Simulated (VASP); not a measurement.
**Ga8N7 (a cell with a defect): relaxation of the atoms with PBE**

The system is Ga8N7 (a cell with a defect).

```
Ga N
1.0
     0.00000    0.00000    5.24317
     3.21837    5.57438    0.00000
    -6.43674    0.00000    0.00000
Ga N
8 7
Cartesian
  -1.6092 0.9291 2.7196
  -4.8276 0.9193 2.5694
  -0.0085 3.7211 2.5694
  -3.2099 3.7211 2.5694
  -3.2504 1.8766 5.2863
  0.0320 1.8766 5.2863
  -1.6092 4.6453 5.1961
  1.6092 4.6084 5.2863
  -4.8276 0.9440 4.5505
  0.0130 3.7088 4.5505
  -3.2313 3.7088 4.5505
  -3.1575 1.8230 2.0168
  -0.0609 1.8230 2.0168
  -1.6092 4.6453 1.8980
  1.6092 4.7156 2.0168
```

This cell differs from its parent crystal: atoms taken out.

```yaml
Program: VASP 6.6.1
Task: relaxation of the atoms
Functional: PBE
Potentials_or_basis: VASP PAW PBE potentials, release 64 (Ga_d, N)
Cutoff: 520 eV
k_mesh: 1 × 1 × 1
Occupations: gaussian, width 0.01 eV
Spin: collinear spin
Starting_moments: "[0.75, 0.0, 0.0, 0.0, 0.75, 0.75, 0.0, 0.75, 0.0, 0.0, 0.0, 0.0, 0.0, 0.0, 0.0] μB"
Dipole_correction: no
Further_INCAR_settings: LREAL = Auto; ALGO = Normal; EDIFF = 1e-06; IBRION = 2; EDIFFG = -0.025; NSW = 65
```

```json
{
  "Pressure after relaxing": "1.4 GPa",
  "Largest force after relaxing": "0.008 eV/Å",
  "Net moment": "1.00 μB per cell",
  "Site moments": "Ga +0.09, +0.03, +0.04 (each value once); N +0.01, +0.05, +0.06 (each value once) μB",
  "Valence electrons inside the program's atomic spheres": "Ga 11.79, 11.77, 11.69 (each value once); N 3.71, 3.74, 3.76 (each value once)"
}
```

Forces in eV/Å, atoms in the order of the input:
```
Ga   0.000  0.000 -0.005
Ga   0.000 -0.002 -0.006
Ga  -0.002  0.001 -0.006
Ga   0.002  0.001 -0.006
Ga   0.007 -0.004  0.002
Ga  -0.007 -0.004  0.002
Ga   0.000  0.000  0.004
Ga   0.000  0.008  0.002
N    0.000 -0.002 -0.003
N   -0.002  0.001 -0.003
N    0.002  0.001 -0.003
N   -0.003  0.002  0.007
N    0.003  0.002  0.007
N    0.000  0.000 -0.001
N    0.000 -0.003  0.007
```

Stress tensor (GPa, compression positive):
```
 5.11  0.00  0.00
 0.00  5.11  0.00
 0.00  0.00 -5.96
```

Final structure:
```
Ga N
1.0
     0.00000    0.00000    5.24317
     3.21837    5.57438    0.00000
    -6.43674    0.00000    0.00000
Ga N
8 7
Direct
  0.51869 0.16667 0.33333
  0.49005 0.16491 0.83246
  0.49005 0.66754 0.33509
  0.49005 0.66754 0.83246
  0.00822 0.33665 0.67329
  0.00822 0.33665 0.16335
  0.99103 0.83333 0.66667
  0.00822 0.82671 0.16335
  0.86790 0.16935 0.83467
  0.86790 0.66532 0.33065
  0.86790 0.66532 0.83467
  0.38464 0.32703 0.65406
  0.38464 0.32703 0.17297
  0.36199 0.83333 0.66667
  0.38464 0.84594 0.17297
```

Levels at points of the mesh, in eV from the Fermi level:
Spin up:
```tsv
k point	band 66	band 67	band 68	band 69	band 70	band 71	band 72	band 73	band 74	band 75
(0.00, 0.00, 0.00)	-3.34	-3.27	-2.53	-2.53	-0.09	0.87	1.53	1.53	1.84	2.58
```
Spin down:
```tsv
k point	band 67	band 68	band 69	band 70	band 71	band 72
(0.00, 0.00, 0.00)	-3.18	-2.47	-2.47	0.32	0.96	1.60
```

Wall time 4 min on 1 thread of Intel Xeon 8259CL, on a shared host, peak memory 0.34 GiB.

Caveat: the k points lie up to 1.20 Å⁻¹ apart; the cell differs from its parent crystal (atoms taken out); the relaxation stopped at its first step, so nothing moved.
